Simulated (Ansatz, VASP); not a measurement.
# Ta2P3Au: VASP beside Ansatz

```
Ta P Au
1.0
     4.10326    0.00000    0.00000
    -2.05163    3.55353    0.00000
     0.00000    0.00000    6.71203
Ta P Au
2 3 1
Cartesian
  2.0516 1.1845 2.0308
  2.0516 1.1845 4.6812
  0.0000 0.0000 3.3560
  0.0000 2.3690 0.0000
  0.0000 2.3690 3.3560
  0.0000 0.0000 0.0000
```

Change from the starting cell: species swapped into the Eu2Si3Au type (P-6m2, No. 187).

Alike in both runs: functional PBE; k mesh 6 × 6 × 2; occupations gaussian, width 0.1 eV; no spin polarisation.

Ansatz relaxed the structure, and its values are those at the end. VASP's run is a single point on that final structure, the one shown.

|  | VASP | Ansatz |
| --- | --- | --- |
| version | VASP 6.6.1 | Ansatz 0.2.0 |
| potentials or method | VASP PAW PBE potentials, release 64 (Ta_pv, P, Au), cutoff 520 eV | scalar-relativistic, plane waves, PAW |
| valence electrons in the cell | 48 | 60 |

Ansatz gave:

| Item | Value |
| --- | --- |
| gap on the k mesh at the Fermi level (eV) | none |
| pressure (GPa) | 0.2 |
| rms of the force components (eV/Å) | 0.006 |

Q: What did VASP give for the same quantities?

A: gap on the k mesh at the Fermi level (eV): none; pressure (GPa): 0.0; rms of the force components (eV/Å): 0.005.

A gap of «none» marks a metal or a gap that the smearing closes. VASP's potentials hold 48 valence electrons a cell and Ansatz's 60, so a difference there can come from the potentials and not from the codes.

The k mesh is coarse, so the values compare programs but aren't converged. Neither program's run includes spin-orbit coupling.
